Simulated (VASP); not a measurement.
Input of a VASP 6.6.1 run:

The input INCAR:

```
ALGO = Normal ; EDIFF = 1E-6
ENCUT = 520 ; GGA = PE
GGA_COMPAT = False ; ISIF = 2
ISMEAR = -1 ; ISYM = -1
LASPH = True ; LCHARG = False
LREAL = Auto ; LWAVE = False
NBANDS = 87 ; NELM = 120
PREC = Accurate ; SIGMA = 0.05
```

File KPOINTS:

```
explicit points
1
Reciprocal
  0.25000000   0.25000000   0.25000000 1
```

The input POSCAR:

```
AlSi8NO16
1.0
    7.6361610000     -0.1511100000     -0.0835260000
   -0.1511100000      7.3133010000     -0.0381800000
   -0.0835260000     -0.0381800000      6.8622450000
Al N Si O
1 1 8 16
Direct
    0.4528222098      0.6780614295      0.6909996384
    0.5247248117      0.4236729560      0.6872102349
    0.6144255801      0.6239709152      0.2940091356
    0.7502359635      0.3790776372      0.5965350105
    0.0400754155      0.6692791753      0.6592264511
    0.2463504308      0.6559931121      0.2457849411
    0.4156198426      0.9630346437      0.0611290803
    0.0853197004      1.0225088715      0.8638945129
    0.8924563985      0.0214254505      0.5037370914
    0.7866681870      0.9885332327      0.1726728565
    0.4319054927      0.5454609048      0.1857658879
    0.3034832563      0.8840637115      0.2564607202
    0.2345480379      0.6294273992      0.5975241918
    0.5889940403      0.0811580683      0.1305524550
    0.0718404786      0.1083276375      0.6376585938
    0.4645420033      0.8027763509      0.9028325769
    0.7190855102      0.4426336391      0.3699849085
    0.7587938702      0.7619628843      0.1619848548
    0.9165676943      0.4854410138      0.6988660957
    0.4162517401      0.2944168430      0.6886116246
    0.9222296671      0.0709662464      1.0109846918
    0.0834011010      0.8074391867      0.8456540372
    0.2644352121      0.0904807354     -0.0319264658
    0.6029014721      0.7320903372      0.5018741181
    0.7425560425      0.1548546320      0.5977708586
    0.9180280322      0.8031506473      0.5313047700
```

Potentials or basis: VASP PAW PBE potentials, release 64 (Al, N, Si, O).

Command:

```sh
$ cat potpaw_PBE.64/Al/POTCAR potpaw_PBE.64/N/POTCAR potpaw_PBE.64/Si/POTCAR potpaw_PBE.64/O/POTCAR > POTCAR
$ mpirun -np 1 vasp_std > vasp.out
```

(1) What does it give for the largest force?

(2) What does it give for the pressure?

Results:

(1) 2.794 eV/Å.

(2) 1.1 GPa.

Caveat: the standard files for N, O and F lose accuracy on very short bonds; the atoms stand as in a frame of molecular dynamics.
